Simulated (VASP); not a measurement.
# B (C2/m) in VASP: a series of runs

The runs below take B through single point, with LDA.

All numbers are computed with VASP 6.6.1; they aren't measurements. Logs are shortened: lines on timing, memory, paths and dates and some standing lists are left out, and cuts for length are marked.

## 1. The cell of the first run

It takes space group C2/m (No. 12, monoclinic). Conventional cell: a = 3.638 Å, b = 2.100 Å, c = 3.403 Å, α = 90.00°, β = 90.00°, γ = 90.00°. B (site symmetry m) has 3 B at 1.46 to 1.86 Å within 2.0 Å.

## 2. Single point, LDA (shortest bond scaled by 0.7)

File INCAR:

```
SYSTEM = B
  ALGO = Normal
  EDIFF = 1E-6
  ENCUT = 520
  GGA = CA
  ISIF = 2
  ISMEAR = -1
  LASPH = .TRUE.
  LCHARG = .FALSE.
  LREAL = .FALSE.
  LWAVE = .FALSE.
  NBANDS = 10
  NELM = 80
  PREC = Accurate
  SIGMA = 0.05
```

File KPOINTS:

```
k-points
0
G
  16 16 9
  0 0 0
```

File POSCAR:

```
B
1.0
    2.1003865828      0.0000000000      0.0000000000
   -1.0501932914      1.8189881384      0.0000000000
    0.0000000000      0.0000000000      3.4026262641
B
2
Direct
    0.2333333333      0.6166666667      0.1750000000
    0.7666666667      0.3833333333      0.8250000000
```

Potentials or basis: VASP PAW LDA potentials, release 64 (B).

The run is started by

```bash
$ cat potpaw_LDA.64/B/POTCAR > POTCAR
$ mpirun -np 1 vasp_std > vasp.out
```

OUTCAR:

```text
SYSTEM = B
   EDIFF = 1E-6
   ENCUT = 520
   GGA = CA
   ISIF = 2
   ISMEAR = -1
   LASPH = .TRUE.
   LREAL = .FALSE.
   NELM = 80
   PREC = Accurate

 ion  position               nearest neighbor table
   1  0.233  0.617  0.175-   2 1.46   2 1.86   2 1.86
   2  0.767  0.383  0.825-   1 1.46   1 1.86   1 1.86

  LATTYP: Found a hexagonal cell.
 ALAT       =     2.1003865828
 C/A-ratio  =     1.6200000000

  Lattice vectors:

 A1 = (   2.1003865828,   0.0000000000,   0.0000000000)
 A2 = (  -1.0501932914,   1.8189881384,   0.0000000000)
 A3 = (   0.0000000000,   0.0000000000,   3.4026262641)

Analysis of symmetry for initial positions (statically):
=====================================================================
 Subroutine PRICEL returns:
 Original cell was already a primitive cell.

 Routine SETGRP: Setting up the symmetry group for a
 hexagonal supercell.

 Subroutine GETGRP returns: Found  4 space group operations
 (whereof  4 operations were pure point group operations)
 out of a pool of 24 trial point group operations.

The static configuration has the point symmetry C_2h.

Analysis of symmetry for dynamics (positions and initial velocities):
=====================================================================
 Subroutine PRICEL returns:
 Original cell was already a primitive cell.

 Routine SETGRP: Setting up the symmetry group for a
 hexagonal supercell.

 Subroutine GETGRP returns: Found  4 space group operations
 (whereof  4 operations were pure point group operations)
 out of a pool of 24 trial point group operations.

The dynamic configuration has the point symmetry C_2h.

 Subroutine INISYM returns: Found  4 space group operations
 (whereof  4 operations are pure point group operations),
 and found     1 'primitive' translations

----------------------------------------------------------------------------------------

                                     Primitive cell

  volume of cell :      13.0000

  direct lattice vectors                    reciprocal lattice vectors
     2.100386583  0.000000000  0.000000000     0.476102832  0.274878098  0.000000000
    -1.050193291  1.818988138  0.000000000     0.000000000  0.549756196  0.000000000
     0.000000000  0.000000000  3.402626264     0.000000000  0.000000000  0.293890637

  length of vectors
     2.100386583  2.100386583  3.402626264     0.549756196  0.549756196  0.293890637

  position of ions in fractional coordinates (direct lattice)
     0.233333333  0.616666667  0.175000000
     0.766666667  0.383333333  0.825000000

  ion indices of the primitive-cell ions
   primitive index   ion index
                 1           1
                 2           2

----------------------------------------------------------------------------------------

 KPOINTS: k-points

Automatic generation of k-mesh.
 Grid dimensions read from file:
 generate k-points for:   16   16    9

 Generating k-lattice:

  Cartesian coordinates                     Fractional coordinates (reciprocal lattice)
     0.029756427  0.017179881  0.000000000     0.062500000  0.000000000  0.000000000
     0.000000000  0.034359762  0.000000000     0.000000000  0.062500000  0.000000000
     0.000000000  0.000000000  0.032654515     0.000000000  0.000000000  0.111111111

  Length of vectors
     0.034359762  0.034359762  0.032654515

  Shift w.r.t. Gamma in fractional coordinates (k-lattice)
     0.000000000  0.000000000  0.000000000

 Subroutine IBZKPT returns following result:
 ===========================================

 Found    617 irreducible k-points:

 Following reciprocal coordinates:
            Coordinates               Weight
  0.000000  0.000000  0.000000      1.000000
  0.062500  0.000000  0.000000      2.000000
  0.000000  0.062500  0.000000      4.000000
  0.125000  0.000000  0.000000      2.000000
  0.000000  0.125000  0.000000      4.000000
  0.187500  0.000000  0.000000      2.000000
[... 16 lines left out ...]
  0.187500  0.062500  0.000000      4.000000
 -0.062500  0.250000  0.000000      4.000000
 [... further k-points ...]
   k-points           NKPTS =    617   k-points in BZ     NKDIM =    617   number of bands    NBANDS=     10
   number of dos      NEDOS =    301   number of ions     NIONS =      2
   total plane-waves  NPLWV =   7168
   dimension x,y,z NGX =    16 NGY =   16 NGZ =   28
   dimension x,y,z NGXF=    32 NGYF=   32 NGZF=   56
   ions per type =               2
   NGX,Y,Z   is equivalent  to a cutoff of  12.66, 12.66, 13.68 a.u.
   NGXF,Y,Z  is equivalent  to a cutoff of  25.33, 25.33, 27.36 a.u.
 SYSTEM =  B
   PREC   = accura    normal or accurate (medium, high low for compatibility)
   ISTART =      0    job   : 0-new  1-cont  2-samecut
   ICHARG =      2    charge: 1-file 2-atom 10-const
   ISPIN  =      1    spin polarized calculation?
   LNONCOLLINEAR =      F non collinear calculations
   LSORBIT =      F    spin-orbit coupling
   LASPH  =      T    aspherical Exc in radial PAW
   ENCUT  =  520.0 eV  38.22 Ry    6.18 a.u.   3.91  3.91  6.33*2*pi/ulx,y,z
   NELM   =     80;   NELMIN=  2; NELMDL= -5     # of ELM steps
   EDIFF  = 0.1E-05   stopping-criterion for ELM
   LREAL  =      F    real-space projection
   EDIFFG = 0.1E-04   stopping-criterion for IOM
   NSW    =      0    number of steps for IOM
   IBRION =     -1    ionic relax: 0-MD 1-quasi-New 2-CG
   NFREE  =      0    steps in history (QN), initial steepest desc. (CG)
   ISIF   =      2    stress and relaxation
   ISYM   =      2    0-nonsym 1-usesym 2-fastsym
   POTIM  = 0.5000    time-step for ionic-motion
   TEBEG  =    0.0;   TEEND  =   0.0 temperature during run
   PSTRESS=    0.0 pullay stress
   NELECT =       6.0000    total number of electrons
   NUPDOWN=      -1.0000    fix difference up-down
   EMIN   =  10.00;   EMAX   =-10.00  energy-range for DOS
   EFERMI =   0.00;   METHOD = LEGACY
   ISMEAR =    -1;   SIGMA  =   0.05  broadening in eV -4-tet -1-fermi 0-gaus
   EFERMI_NEDOS =   21; number of points for ismear=-14 and -15
   IALGO  =     38    algorithm
   IMIX   =      4    mixing-type and parameters
     AMIX     =   0.40;   BMIX     =  1.00
     AMIX_MAG =   1.60;   BMIX_MAG =  1.00
  volume/ion in A,a.u.               =       6.50        43.86
  Fermi-wavevector in a.u.,A,eV,Ry     =   1.265156  2.390798 21.777758  1.600620
  Thomas-Fermi vector in A             =   2.398424
   LORBIT       =      0    0 simple, 1 ext, 2 COOP (PROOUT), +10 PAW based schemes
   GGA     = CA    functional components
   LHFCALC =     F    Hartree Fock is set to
   AEXX    =    0.0000 exact exchange contribution
   IVDW    =     0    specifies the selected vdW correction
   LEPSILON=     F    determine dielectric tensor
   LRPA    =     F    only Hartree local field effects (RPA)
 non-spin polarized calculation
  energy-cutoff  :      520.00
  volume of cell :       13.00
 maximum number of plane-waves:       360
   NGX =  7   NGY =  7   NGZ = 13

 number of electron       6.0000000 magnetization

 Free energy of the ion-electron system (eV)
  ---------------------------------------------------
  ext. energy  EPLUGINS =         0.00000000
  ---------------------------------------------------
  free energy    TOTEN  =       -10.93718927 eV

  energy without entropy =      -10.93260318  energy(sigma->0) =      -10.93489622

 E-fermi :   8.7872     XC(G=0): -12.4161

 val. band max:        8.7835753950   @ k =   0.0000   0.4375   0.4444
 cond. band min:       8.7911054633   @ k =  -0.2500  -0.1250   0.4444
 fundamental gap:      0.0075300683
 Fermi energy:         8.7872342987

 k-point     1 :       0.0000    0.0000    0.0000
  band No.  band energies     occupation
      1      -9.4741      2.00000
      2       1.3493      2.00000
      3       3.2689      2.00000
      4      18.3401      0.00000
      5      20.7340      0.00000
      6      21.6510      0.00000
      7      23.8051      0.00000
      8      30.8224      0.00000
      9      33.3665      0.00000
     10      35.3371      0.00000

 k-point     2 :       0.0625    0.0000    0.0000
  band No.  band energies     occupation
      1      -9.3405      2.00000
      2       1.5092      2.00000
      3       3.3587      2.00000
      4      17.7116      0.00000
      5      19.5872      0.00000
      6      22.5559      0.00000
      7      23.7141      0.00000
      8      30.4089      0.00000
      9      32.1092      0.00000
     10      35.8999      0.00000

 k-point     3 :       0.0000    0.0625    0.0000
  band No.  band energies     occupation
      1      -9.3383      2.00000
      2       1.5062      2.00000
      3       3.3734      2.00000
      4      17.7312      0.00000
      5      20.0763      0.00000
      6      21.4128      0.00000
      7      23.9025      0.00000
      8      30.7709      0.00000
      9      33.1369      0.00000
     10      35.7046      0.00000

 k-point     4 :       0.1250    0.0000    0.0000
  band No.  band energies     occupation
      1      -8.9400      2.00000
      2       1.9854      2.00000
      3       3.6168      2.00000
      4      16.0519      0.00000
      5      18.0572      0.00000
      6      23.3320      0.00000
      7      23.3443      0.00000
      8      29.1173      0.00000
      9      30.2312      0.00000
     10      36.2890      0.00000

 k-point     5 :       0.0000    0.1250    0.0000
  band No.  band energies     occupation
      1      -8.9311      2.00000
      2       1.9731      2.00000
      3       3.6820      2.00000
      4      16.0558      0.00000
      5      18.5455      0.00000
      6      21.1073      0.00000
      7      23.5275      0.00000
      8      30.3576      0.00000
      9      32.8210      0.00000
     10      35.3859      0.00000

 k-point     6 :       0.1875    0.0000    0.0000
  band No.  band energies     occupation
      1      -8.2729      2.00000
      2       2.7595      2.00000
      3       4.0006      2.00000
      4      13.8368      0.00000
      5      16.6162      0.00000
      6      22.5138      0.00000
      7      23.5999      0.00000
      8      26.9312      0.00000
      9      28.5627      0.00000
     10      36.1460      0.00000
[... 183 lines left out ...]
 k-point    21 :      -0.0625    0.1875    0.0000
  band No.  band energies     occupation
      1      -8.5195      2.00000
      2       2.4292      2.00000
      3       4.0096      2.00000
      4      14.7734      0.00000
      5      17.1253      0.00000
      6      20.7437      0.00000
      7      22.7647      0.00000
      8      30.3712      0.00000
      9      32.7039      0.00000
     10      34.4313      0.00000

 k-point    22 :      -0.1875    0.1250    0.0000
  band No.  band energies     occupation
      1      -8.5305      2.00000
      2       2.4399      2.00000
      3       3.9370      2.00000
      4      14.8574      0.00000
      5      16.8316      0.00000
      6      21.7492      0.00000
      7      23.1180      0.00000
      8      28.9471      0.00000
      9      31.7731      0.00000
     10      35.3319      0.00000

 k-point    23 :       0.1875    0.0625    0.0000
  band No.  band energies     occupation
      1      -7.7371      2.00000
      2       3.3386      2.00000
      3       4.3056      2.00000
      4      12.7289      0.00000
      5      15.2023      0.00000
      6      21.8608      0.00000
      7      23.0630      0.00000
      8      25.8342      0.00000
      9      28.6665      0.00000
     10      35.1879      0.00000

 k-point    24 :      -0.0625    0.2500    0.0000
  band No.  band energies     occupation
      1      -7.7036      2.00000
      2       3.3188      2.00000
      3       4.5825      2.00000
      4      12.2836      0.00000
      5      15.6366      0.00000
      6      20.3896      0.00000
      7      21.2815      0.00000
      8      28.2515      0.00000
      9      32.1688      0.00000
     10      32.5916      0.00000

 [... further k-points ...]
[... 5 lines left out ...]
  --------------------------------------------------------------------------------------
  -------------------------------------------------------------------------------------
  Total        0.7557026      0.9021629      4.9051134     -0.1268384      2.3286177      4.0332841
  in kB       93.1361169    111.1865329    604.5278049    -15.6321189    286.9891094    497.0797169
  external PRESSURE =     269.6168182 kB  Pullay stress =       0.0000000 kB

 VOLUME and BASIS-vectors are now :
 -----------------------------------------------------------------------------
  energy-cutoff  :      520.00
  volume of cell :       13.00
      direct lattice vectors                 reciprocal lattice vectors
     2.100386583  0.000000000  0.000000000     0.476102832  0.274878098  0.000000000
    -1.050193291  1.818988138  0.000000000     0.000000000  0.549756196  0.000000000
     0.000000000  0.000000000  3.402626264     0.000000000  0.000000000  0.293890637

 POSITION                                       TOTAL-FORCE (eV/Angst)
 -----------------------------------------------------------------------------------
     -0.15753      1.12171      0.59546         2.450261      1.414659      5.187633
      1.20772      0.69728      2.80717        -2.450261     -1.414659     -5.187633
 -----------------------------------------------------------------------------------
    total drift:                                0.000000      0.000000     -0.000000

  FREE ENERGIE OF THE ION-ELECTRON SYSTEM (eV)
  ---------------------------------------------------
  free  energy   TOTEN  =       -10.9371892655 eV

  energy  without entropy=      -10.9326031839  energy(sigma->0) =      -10.93489622
```

Wall time 50 s (1 thread of Intel Xeon 8259CL, shared host); peak memory 0.17 GiB.

Results:

```yaml
Free_energy: -10.9372 eV
Pressure: 27.0 GPa
Largest_force: 5.909 eV/Å
Band_gap_on_the_k_mesh: zero (bands 3 and 4 overlap by 5.06 eV)
```

Forces on the atoms (eV/Å):
```
B    2.450  1.415  5.188
B   -2.450 -1.415 -5.188
```

Caveat: the cell differs from its parent crystal (shortest bond scaled by 0.7); the cell stands under pressure; forces of over 1 eV/Å act on the atoms, so gaps and moduli don't describe the material at rest.

## 3. Single point, LDA (shortest bond scaled by 0.64)

File INCAR:

```
ALGO = Normal ; EDIFF = 1E-6
ENCUT = 520 ; GGA = CA
ISIF = 2 ; ISMEAR = -1
LASPH = T ; LCHARG = T
LELF = T ; LREAL = F
LVHAR = T ; LWAVE = F
NBANDS = 10 ; NELM = 60
PREC = Accurate ; SIGMA = 0.05
```

File KPOINTS:

```
k-points
0
Gamma
  16 16 9
```

File POSCAR:

```
B
1.0
    2.1003865828      0.0000000000      0.0000000000
   -1.0501932914      1.8189881384      0.0000000000
    0.0000000000      0.0000000000      3.4026262641
B
2
Direct
    0.2133333333      0.6066666667      0.1600000000
    0.7866666667      0.3933333333      0.8400000000
```

Potentials or basis: VASP PAW LDA potentials, release 64 (B).

The run is started by

```bash
$ cat potpaw_LDA.64/B/POTCAR > POTCAR
$ mpirun -np 1 vasp_std > vasp.out
```

It took 52 s on 1 thread of Intel Xeon 8259CL, shared host; peak memory 0.17 GiB.

Results (log left out):

```yaml
Free_energy: -9.8539 eV
Pressure: 61.0 GPa
Largest_force: 12.002 eV/Å
Band_gap_on_the_k_mesh: zero (bands 3 and 4 overlap by 3.81 eV)
```

Forces on the atoms (eV/Å):
```
B     5.473   3.160  10.203
B    -5.473  -3.160 -10.203
```

Stress tensor (GPa, compression positive):
```
 36.59   8.71  87.96
  8.71  26.54  50.79
 87.96  50.79 119.92
```

Levels at points of the mesh, in eV from the Fermi level:
```csv
k point,band 1,band 2,band 3,band 4,band 5,band 6,band 7
"(0.00, 0.00, 0.00)",-18.30,-6.89,-5.63,9.07,11.10,13.45,14.58
"(0.50, 0.00, 0.00)",-10.27,-10.12,0.50,2.33,3.70,6.23,8.26
"(0.00, 0.50, 0.00)",-10.74,-8.88,-0.07,2.99,3.01,5.43,9.02
```

Caveat: the cell differs from its parent crystal (shortest bond scaled by 0.64); the cell stands under pressure; forces of over 1 eV/Å act on the atoms, so gaps and moduli don't describe the material at rest.

(Part 1 of 2 ends here.)
